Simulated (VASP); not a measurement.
A run of VASP 6.6.1 is set up as follows.

The input POSCAR:

```
SbAsSe4
1.0
   -3.2405651535      3.2405651535      3.3833299418
    3.2405651535     -3.2405651535      3.3833299418
    3.2405651535      3.2405651535     -3.3833299418
Sb As Se
1 1 4
Direct
    0.2025652440      0.2025652440      0.0000000000
    0.6414543809      0.6414543809      0.0000000000
    0.4842311200      0.7172407266      0.5539351640
   -0.0697040440      0.4842311200      0.7669903934
    0.7172407266      0.1633055626      0.2330096066
    0.1633055626     -0.0697040440      0.4460648360
```

Contents of INCAR.step1:

```
ALGO = Normal
EDIFF = 1E-4
ENCUT = 600
GGA = PE
ISMEAR = -1
LASPH = T
LCHARG = F
LREAL = F
LWAVE = T
NELM = 60
PREC = Accurate
SIGMA = 0.03
```

File INCAR.step2:

```
ALGO = Normal
BPARAM = 11.95
CPARAM = 0.0093
EDIFF = 1E-7
EDIFFG = -0.01
ENCUT = 600
IBRION = 2
ISIF = 3
ISMEAR = -1
ISTART = 1
IVDW_NL = 2
LASPH = T
LCHARG = F
LMIXTAU = T
LREAL = F
LUSE_VDW = T
LWAVE = F
METAGGA = R2SCAN
NELM = 60
NSW = 100
PREC = Accurate
SIGMA = 0.03
```

Contents of KPOINTS:

```
k-points
0
Gamma
  6 6 6
```

Potentials or basis: VASP PAW PBE potentials, release 64 (Sb, As, Se).

Run with:

```console
$ cat potpaw_PBE.64/Sb/POTCAR potpaw_PBE.64/As/POTCAR potpaw_PBE.64/Se/POTCAR > POTCAR
$ cp INCAR.step1 INCAR
$ mpirun -np 1 vasp_std > vasp.out
$ cp INCAR.step2 INCAR
$ mpirun -np 1 vasp_std > vasp.out
```

Task: What does it give for the space group after relaxing (to 0.1 Å)?

Result: I4 (No. 79).

Task: What does it give for the band gap on the k mesh?

Result: Zero (bands 17 and 18 overlap by 0.49 eV).

Task: What does it give for the relaxed cell?

Result: a = 5.832 Å, b = 5.832 Å, c = 5.832 Å, α = 110.63°, β = 110.63°, γ = 107.18°.

Task: What does it give for the relaxed volume?

Result: 25.42 Å³/atom.

Final structure:
```
Sb As Se
1.0
    -3.31879    3.31880    3.46146
     3.31879   -3.31880    3.46146
     3.31880    3.31879   -3.46146
Sb As Se
1 1 4
Direct
  0.24148 0.24148 0.00000
  0.64984 0.64984 0.00000
  0.46508 0.71186 0.55305
  0.91203 0.46508 0.75322
  0.71186 0.15881 0.24678
  0.15881 0.91203 0.44695
```

Caveat: semilocal functionals underestimate gaps, and a narrow one can read as zero; the PAW data sets were made with another functional, which shifts forces and pressure a little; spin-orbit coupling is left out, which moves the levels of the heavy elements.
